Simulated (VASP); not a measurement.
# TaN (Fm-3m) in VASP: a series of runs

Runs on TaN. Level: PBEsol. Tasks: relaxation of cell and atoms, single point.

Program: VASP 6.6.1. These are calculated values, not measurements. Logs are shortened: lines on timing, memory, paths and dates and some standing lists are left out, and cuts for length are marked.

### 1 The cell of the first run

It takes space group Fm-3m (No. 225, cubic). The conventional cell has a = 4.377 Å, b = 4.377 Å, c = 4.377 Å, α = 90.00°, β = 90.00°, γ = 90.00°. Ta (site symmetry m-3m) has 6 N at 2.19 Å within 2.9 Å. Within 2.9 Å of N (site symmetry m-3m) lie 6 Ta at 2.19 Å.

### 2 Relaxation of cell and atoms, PBEsol, target pressure 2 GPa, at which the enthalpy is minimised

Input file INCAR:

```
SYSTEM = TaN
PREC = Accurate
ENCUT = 600
EDIFF = 1E-7
ISMEAR = -1
SIGMA = 0.15
LREAL = .False.
LASPH = .True.
NELM = 60
ALGO = Normal
ISIF = 3
LWAVE = .False.
LCHARG = .False.
GGA = PS
IBRION = 2
NSW = 80
EDIFFG = -0.001
PSTRESS = 20.0
```

Input file KPOINTS:

```
Automatic mesh
0
Gamma
  16 16 16
  0 0 0
```

Input file POSCAR:

```
TaN
1.0
    0.0000000000      2.1884211790      2.1884211790
    2.1884211790      0.0000000000      2.1884211790
    2.1884211790      2.1884211790      0.0000000000
Ta N
1 1
Direct
    0.5000000000      0.5000000000      0.5000000000
    0.0000000000      0.0000000000      0.0000000000
```

Potentials or basis: VASP PAW PBE potentials, release 64 (Ta_pv, N).

Run with:

```sh
cat potpaw_PBE.64/Ta_pv/POTCAR potpaw_PBE.64/N/POTCAR > POTCAR
mpirun -np 1 vasp_std > vasp.out
```

OUTCAR:

```text
SYSTEM = TaN
   PREC = Accurate
   ENCUT = 600
   EDIFF = 1E-7
   ISMEAR = -1
   LREAL = .False.
   LASPH = .True.
   NELM = 60
   ISIF = 3
   GGA = PS
   IBRION = 2
   NSW = 80
   EDIFFG = -0.001
   PSTRESS = 20.0

 ion  position               nearest neighbor table
   1  0.500  0.500  0.500-   2 2.19   2 2.19   2 2.19   2 2.19   2 2.19   2 2.19
   2  0.000  0.000  0.000-   1 2.19   1 2.19   1 2.19   1 2.19   1 2.19   1 2.19

  LATTYP: Found a face centered cubic cell.
 ALAT       =     4.3768423580

  Lattice vectors:

 A1 = (   0.0000000000,   2.1884211790,   2.1884211790)
 A2 = (   2.1884211790,   0.0000000000,   2.1884211790)
 A3 = (   2.1884211790,   2.1884211790,   0.0000000000)

Analysis of symmetry for initial positions (statically):
=====================================================================
 Subroutine PRICEL returns:
 Original cell was already a primitive cell.

 Routine SETGRP: Setting up the symmetry group for a
 face centered cubic supercell.

 Subroutine GETGRP returns: Found 48 space group operations
[... 9 lines left out ...]

 Routine SETGRP: Setting up the symmetry group for a
 face centered cubic supercell.

 Subroutine GETGRP returns: Found 48 space group operations
[... 11 lines left out ...]
                                     Primitive cell

  volume of cell :      20.9615

  direct lattice vectors                    reciprocal lattice vectors
     0.000000000  2.188421179  2.188421179    -0.228475215  0.228475215  0.228475215
     2.188421179  0.000000000  2.188421179     0.228475215 -0.228475215  0.228475215
     2.188421179  2.188421179  0.000000000     0.228475215  0.228475215 -0.228475215

  length of vectors
     3.094894912  3.094894912  3.094894912     0.395730681  0.395730681  0.395730681

  position of ions in fractional coordinates (direct lattice)
     0.500000000  0.500000000  0.500000000
     0.000000000  0.000000000  0.000000000

  ion indices of the primitive-cell ions
   primitive index   ion index
                 1           1
                 2           2

----------------------------------------------------------------------------------------

 KPOINTS: Automatic mesh

Automatic generation of k-mesh.
 Grid dimensions read from file:
 generate k-points for:   16   16   16

 Generating k-lattice:

  Cartesian coordinates                     Fractional coordinates (reciprocal lattice)
    -0.014279701  0.014279701  0.014279701     0.062500000  0.000000000  0.000000000
     0.014279701 -0.014279701  0.014279701     0.000000000  0.062500000  0.000000000
     0.014279701  0.014279701 -0.014279701     0.000000000  0.000000000  0.062500000

  Length of vectors
     0.024733168  0.024733168  0.024733168
[... 68 lines left out ...]
   EFERMI =   0.00;   METHOD = LEGACY
   ISMEAR =    -1;   SIGMA  =   0.15  broadening in eV -4-tet -1-fermi 0-gaus
   EFERMI_NEDOS =   21; number of points for ismear=-14 and -15
   IALGO  =     38    algorithm
   IMIX   =      4    mixing-type and parameters
     AMIX     =   0.40;   BMIX     =  1.00
     AMIX_MAG =   1.60;   BMIX_MAG =  1.00
  volume/ion in A,a.u.               =      10.48        70.73
  Fermi-wavevector in a.u.,A,eV,Ry     =   1.496146  2.827306 30.455992  2.238452
  Thomas-Fermi vector in A             =   2.608200
   LORBIT       =      0    0 simple, 1 ext, 2 COOP (PROOUT), +10 PAW based schemes
   GGA     = PS    functional components
   LHFCALC =     F    Hartree Fock is set to
   AEXX    =    0.0000 exact exchange contribution
   IVDW    =     0    specifies the selected vdW correction
   LEPSILON=     F    determine dielectric tensor
   LRPA    =     F    only Hartree local field effects (RPA)
 conjugate gradient relaxation of ions
 non-spin polarized calculation
  energy-cutoff  :      600.00
  volume of cell :       20.96
 maximum number of plane-waves:       725
 NGX is ok and might be reduce to    28
   NGX = 13   NGY = 13   NGZ = 13

--------------------------------------- Ionic step        1  -------------------------------------------

 number of electron      16.0000000 magnetization

 Free energy of the ion-electron system (eV)
  ---------------------------------------------------
  ext. energy  EPLUGINS =         0.00000000
  ---------------------------------------------------
  free energy    TOTEN  =       -23.24366800 eV

  energy without entropy =      -23.18293131  energy(sigma->0) =      -23.21329966

------------------------ aborting loop because EDIFF is reached ----------------------------------------

  FORCE on cell =-STRESS in cart. coord.  units (eV):
  Direction    XX          YY          ZZ          XY          YZ          ZX
  --------------------------------------------------------------------------------------
  -------------------------------------------------------------------------------------
  Total        0.1171055      0.1171055      0.1171055      0.0000000     -0.0000000      0.0000000
  in kB        8.9508714      8.9508714      8.9508714      0.0000000     -0.0000000      0.0000000
  external PRESSURE =     -11.0491286 kB  Pullay stress =      20.0000000 kB
[... 63 lines left out ...]
--------------------------------------- Ionic step        3  -------------------------------------------

 number of electron      16.0000000 magnetization

 Free energy of the ion-electron system (eV)
  ---------------------------------------------------
  ext. energy  EPLUGINS =         0.00000000
  ---------------------------------------------------
  free energy    TOTEN  =       -23.24309247 eV

  energy without entropy =      -23.18258673  energy(sigma->0) =      -23.21283960

 E-fermi :   9.5652     XC(G=0): -13.6848

 val. band max:        9.5570653991   @ k =  -0.2500   0.3750   0.1250
 cond. band min:       9.5717356948   @ k =  -0.3125   0.3125   0.1250
 fundamental gap:      0.0146702957
 Fermi energy:         9.5652045966

 k-point     1 :       0.0000    0.0000    0.0000
  band No.  band energies     occupation
      1     -26.0931      2.00000
      2     -26.0931      2.00000
      3     -26.0931      2.00000
      4      -9.3784      2.00000
      5       5.7293      2.00000
      6       5.7293      2.00000
      7       5.7293      2.00000
      8       7.3978      2.00000
      9       7.3978      2.00000
     10       7.3978      2.00000
     11       9.6060      0.86473
     12       9.6060      0.86473
[... 331 lines left out ...]
 k-point    24 :      -0.0625    0.0625    0.0000
  band No.  band energies     occupation
      1     -26.1838      2.00000
      2     -26.1169      2.00000
      3     -26.0953      2.00000
      4      -9.1181      2.00000
      5       4.4924      2.00000
      6       4.8059      2.00000
      7       5.1577      2.00000
      8       7.5767      2.00000
      9       7.8130      1.99998
     10       8.1251      1.99986
     11      10.0505      0.07574
     12      10.9319      0.00022

 [... further k-points ...]
[... 5 lines left out ...]
  --------------------------------------------------------------------------------------
  -------------------------------------------------------------------------------------
  Total        0.2617850      0.2617850      0.2617850      0.0000000      0.0000000      0.0000000
  in kB       20.0704849     20.0704849     20.0704849      0.0000000      0.0000000      0.0000000
  external PRESSURE =       0.0704849 kB  Pullay stress =      20.0000000 kB
[... 21 lines left out ...]
  energy  without entropy=      -23.1825867252  energy(sigma->0) =      -23.21283960

  enthalpy is  TOTEN    =       -22.9822268295 eV   P V=        0.2608656386

 reached required accuracy - stopping structural energy minimisation
```

OSZICAR:

```text
N       E                     dE             d eps       ncg     rms          rms(c)
DAV:   1     0.957095912516E+02    0.95710E+02   -0.10178E+04  3480   0.158E+03
DAV:   2    -0.217504480534E+02   -0.11746E+03   -0.11094E+03  4016   0.366E+02
DAV:   3    -0.259684920867E+02   -0.42180E+01   -0.40875E+01  4356   0.645E+01
[... 24 lines left out ...]
DAV:   2    -0.232438803098E+02    0.29346E-02   -0.38848E-03  3716   0.732E-01    0.290E-01
DAV:   3    -0.232430891565E+02    0.79115E-03   -0.23756E-03  3992   0.567E-01    0.484E-02
DAV:   4    -0.232430928902E+02   -0.37337E-05   -0.23740E-05  4196   0.578E-02    0.226E-02
DAV:   5    -0.232430926101E+02    0.28007E-06   -0.56337E-06  4400   0.241E-02    0.428E-03
DAV:   6    -0.232430924304E+02    0.17975E-06   -0.27081E-07  3756   0.553E-03    0.186E-03
DAV:   7    -0.232430924681E+02   -0.37677E-07   -0.29842E-08  1768   0.167E-03
   3 F= -.22982227E+02 E0= -.22951974E+02  d E =-.221719E-03
```

Wall time 1.7 min (1 thread of Intel Xeon 6975P-C, shared host); peak memory 0.21 GiB.

Results:

```
Free energy                                            : -23.2431 eV
Relaxed volume                                         : 10.45 Å³/atom
Relaxed cell                                           : a = 3.092 Å, b = 3.092 Å, c = 3.092 Å, α = 60.00°, β = 60.00°, γ = 60.00°
Space group after relaxing (to 0.05 Å)                 : Fm-3m (No. 225)
Energy change on relaxing (the enthalpy is what falls) : +0.3 meV/atom
Ionic steps                                            : 3
Pressure after relaxing                                : 2.0 GPa
Band gap on the k mesh                                 : zero (band 8 reaches 11.54 eV, above the bottom of band 9 at 7.40 eV)
```

The path:
```tsv
step	energy change (eV)	largest force (eV/Å)	pressure (GPa)	volume (Å³)
1	0.0000	0.0000	0.90	20.96
2	0.0038	0.0000	4.76	20.74
3	0.0006	0.0000	2.01	20.90
```

Final structure:
```
Ta N
1.0
     0.00000    2.18620    2.18620
     2.18620    0.00000    2.18620
     2.18620    2.18620    0.00000
Ta N
1 1
Direct
  0.50000 0.50000 0.50000
  0.00000 0.00000 0.00000
```

Caveat: the cell is relaxed towards a set pressure, so the enthalpy falls and the energy may rise; the PAW data sets were made with another functional, which shifts forces and pressure a little; spin-orbit coupling is left out, which moves the levels of the heavy elements.

### 3 Single point, PBEsol

This run uses another cell than the first one, of 9.38 Å³/atom, 0.895 times its volume.

Input file INCAR:

```
ALGO = Normal ; EDIFF = 1E-6
ENCUT = 520 ; GGA = PS
ISIF = 2 ; ISMEAR = 0
LASPH = True ; LCHARG = False
LREAL = False ; LWAVE = False
NBANDS = 15 ; NELM = 60
PREC = Accurate ; SIGMA = 0.1
```

Input file KPOINTS:

```
k-points
0
Gamma
  16 16 16
```

Input file POSCAR:

```
TaN
1.0
    0.0000000000      2.1091074008      2.1091074008
    2.1091074008      0.0000000000      2.1091074008
    2.1091074008      2.1091074008      0.0000000000
Ta N
1 1
Direct
    0.5000000000      0.5000000000      0.5000000000
    0.0000000000      0.0000000000      0.0000000000
```

Potentials or basis: VASP PAW PBE potentials, release 64 (Ta_pv, N).

Run with:

```sh
cat potpaw_PBE.64/Ta_pv/POTCAR potpaw_PBE.64/N/POTCAR > POTCAR
mpirun -np 1 vasp_std > vasp.out
```

Wall time 12 s (1 thread of Intel Xeon 6975P-C (Granite Rapids), shared host); peak memory 0.17 GiB.

It converged, with:

* Free energy: -22.8820 eV
* Pressure: 51.8 GPa
* Band gap on the k mesh: zero (band 8 reaches 13.17 eV, above the bottom of band 9 at 8.33 eV)

Levels at points of the mesh, in eV from the Fermi level:
| k point | band 6 | band 7 | band 8 | band 9 | band 10 | band 11 |
| --- | --- | --- | --- | --- | --- | --- |
| (0.00, 0.00, 0.00) | -4.14 | -4.14 | -2.50 | -2.50 | -2.50 | 0.06 |
| (0.50, 0.00, 0.00) | -8.53 | -8.53 | 2.33 | 2.33 | 2.45 | 4.25 |
| (0.50, 0.50, 0.00) | -6.41 | -4.86 | -4.86 | 2.54 | 4.34 | 4.34 |

Caveat: the PAW data sets were made with another functional, which shifts forces and pressure a little; spin-orbit coupling is left out, which moves the levels of the heavy elements.

### 4 Single point, PBEsol

This run uses another cell than the first one, of 9.85 Å³/atom, 0.940 times its volume.

Input file INCAR:

```
SYSTEM = TaN
ALGO = Normal ; EDIFF = 1E-6
ENCUT = 520 ; GGA = PS
ISIF = 2 ; ISMEAR = 0
LASPH = .True. ; LCHARG = .True.
LELF = .True. ; LREAL = .False.
LVHAR = .True. ; LWAVE = .False.
NBANDS = 15 ; NELM = 80
PREC = Accurate ; SIGMA = 0.1
```

Input file KPOINTS:

```
k-points
0
Gamma
  16 16 16
  0 0 0
```

Input file POSCAR:

```
TaN
1.0
    0.0000000000      2.1437080066      2.1437080066
    2.1437080066      0.0000000000      2.1437080066
    2.1437080066      2.1437080066      0.0000000000
Ta N
1 1
Direct
    0.5000000000      0.5000000000      0.5000000000
    0.0000000000      0.0000000000      0.0000000000
```

Run with:

```sh
cat potpaw_PBE.64/Ta_pv/POTCAR potpaw_PBE.64/N/POTCAR > POTCAR
mpirun -np 1 vasp_std > vasp.out
```

It took 13 s on 1 thread of Intel Xeon 6975P-C (Granite Rapids), shared host; peak memory 0.17 GiB.

Results (log left out):

| Property | Result |
| --- | --- |
| Free energy | -23.1090 eV |
| Pressure | 26.4 GPa |
| Band gap on the k mesh | zero (band 8 reaches 12.41 eV, above the bottom of band 9 at 7.91 eV) |

Levels at points of the mesh, in eV from the Fermi level:
```csv
k point,band 5,band 6,band 7,band 8,band 9,band 10,band 11,band 12
"(0.00, 0.00, 0.00)",-4.00,-4.00,-4.00,-2.34,-2.34,-2.34,0.05,0.05
"(0.50, 0.00, 0.00)",-11.03,-8.15,-8.15,2.16,2.16,2.27,4.07,8.41
"(0.50, 0.50, 0.00)",-6.75,-6.04,-4.77,-4.77,2.36,4.03,4.03,5.43
```

Caveat: the PAW data sets were made with another functional, which shifts forces and pressure a little; spin-orbit coupling is left out, which moves the levels of the heavy elements.

### 5 Single point, PBEsol

This run uses another cell than the first one, of 10.15 Å³/atom, 0.969 times its volume.

Input file INCAR:

```
SYSTEM = TaN
PREC = Accurate
ENCUT = 520
EDIFF = 1E-7
ISMEAR = 0
SIGMA = 0.1
LREAL = .False.
LASPH = .True.
NELM = 80
ALGO = Normal
ISIF = 2
LWAVE = .False.
LCHARG = .False.
GGA = PS
NBANDS = 15
```

Input file KPOINTS:

```
Automatic mesh
0
Gamma
  16 16 16
  0 0 0
```

Input file POSCAR:

```
TaN
1.0
    0.0000000000      2.1652730002      2.1652730002
    2.1652730002      0.0000000000      2.1652730002
    2.1652730002      2.1652730002      0.0000000000
Ta N
1 1
Direct
    0.5000000000      0.5000000000      0.5000000000
    0.0000000000      0.0000000000      0.0000000000
```

Run with:

```sh
cat potpaw_PBE.64/Ta_pv/POTCAR potpaw_PBE.64/N/POTCAR > POTCAR
mpirun -np 1 vasp_std > vasp.out
```

Run time: 13 s. Hardware: 1 thread of Intel Xeon 6975P-C (Granite Rapids), shared host; peak memory 0.17 GiB.

Results (log left out):

| Quantity | Value |
| --- | --- |
| Free energy | -23.1829 eV |
| Pressure | 13.1 GPa |
| Band gap on the k mesh | zero (band 8 reaches 11.96 eV, above the bottom of band 9 at 7.65 eV) |

Levels at points of the mesh, in eV from the Fermi level:
```tsv
k point	band 4	band 5	band 6	band 7	band 8	band 9	band 10	band 11	band 12	band 13
(0.00, 0.00, 0.00)	-19.18	-3.92	-3.92	-3.92	-2.25	-2.25	-2.25	0.05	0.05	1.96
(0.50, 0.00, 0.00)	-15.81	-10.78	-7.92	-7.92	2.06	2.06	2.17	3.97	8.07	8.07
(0.50, 0.50, 0.00)	-17.89	-6.71	-5.82	-4.71	-4.71	2.25	3.84	3.84	5.08	7.28
```

Caveat: the PAW data sets were made with another functional, which shifts forces and pressure a little; spin-orbit coupling is left out, which moves the levels of the heavy elements.

### 6 Single point, PBEsol

This run uses another cell than the first one, of 10.50 Å³/atom, 1.002 times its volume.

Input file INCAR:

```
PREC = Accurate
ENCUT = 520
EDIFF = 1E-6
ISMEAR = 0
SIGMA = 0.1
LREAL = F
LASPH = T
NELM = 80
ALGO = Normal
ISIF = 2
LWAVE = F
LCHARG = F
GGA = PS
NBANDS = 15
```

Input file KPOINTS:

```
Automatic mesh
0
Gamma
  16 16 16
```

Input file POSCAR:

```
TaN
1.0
    0.0000000000      2.1900744533      2.1900744533
    2.1900744533      0.0000000000      2.1900744533
    2.1900744533      2.1900744533      0.0000000000
Ta N
1 1
Direct
    0.5000000000      0.5000000000      0.5000000000
    0.0000000000      0.0000000000      0.0000000000
```

Potentials or basis: VASP PAW PBE potentials, release 64 (Ta_pv, N).

Run with:

```sh
cat potpaw_PBE.64/Ta_pv/POTCAR potpaw_PBE.64/N/POTCAR > POTCAR
mpirun -np 1 vasp_std > vasp.out
```

Wall time 12 s (1 thread of Intel Xeon 6975P-C (Granite Rapids), shared host); peak memory 0.17 GiB.

Results (log left out):

```yaml
Free_energy: -23.2114 eV
Pressure: -0.1 GPa
Band_gap_on_the_k_mesh: zero (band 8 reaches 11.46 eV, above the bottom of band 9 at 7.35 eV)
```

Levels at points of the mesh, in eV from the Fermi level:
```
           k point  band 4  band 5  band 6  band 7  band 8  band 9  band 10  band 11  band 12  band 13
(0.00, 0.00, 0.00)  -18.90   -3.82   -3.82   -3.82   -2.15   -2.15    -2.15     0.04     0.04     1.66
(0.50, 0.00, 0.00)  -15.75  -10.49   -7.66   -7.66    1.96    1.96     2.06     3.85     7.69     7.69
(0.50, 0.50, 0.00)  -17.61   -6.65   -5.57   -4.63   -4.63    2.14     3.64     3.64     4.70     6.88
```

Caveat: the PAW data sets were made with another functional, which shifts forces and pressure a little; spin-orbit coupling is left out, which moves the levels of the heavy elements.

### 7 The runs side by side

| task | cell | cutoff (eV) | smearing | gap on the mesh (eV) | pressure (GPa) |
| --- | --- | --- | --- | --- | --- |
| relaxation of cell and atoms | relaxed to 2 GPa from a = 3.095 Å, angles 60.0°, 2 atoms | 600 | fermi-dirac 0.15 eV | none | 2.0 |
| single point | a = 2.983 Å, angles 60.0°, 2 atoms | 520 | gaussian 0.1 eV | none | 51.8 |
| single point | a = 3.032 Å, angles 60.0°, 2 atoms | 520 | gaussian 0.1 eV | none | 26.4 |
| single point | a = 3.062 Å, angles 60.0°, 2 atoms | 520 | gaussian 0.1 eV | none | 13.1 |
| single point | a = 3.097 Å, angles 60.0°, 2 atoms | 520 | gaussian 0.1 eV | none | -0.1 |

Alike in all rows: level PBEsol; potentials or basis VASP PAW PBE potentials, release 64 (Ta_pv, N); no spin polarisation; k mesh 16 × 16 × 16.

Caveats: the PAW data sets were made with another functional, which shifts forces and pressure a little; spin-orbit coupling is left out, which moves the levels of the heavy elements; the cell is relaxed towards a set pressure, so the enthalpy falls and the energy may rise (some runs).

Total energies depend on the potentials used, so only differences within one code and one set of settings carry meaning.
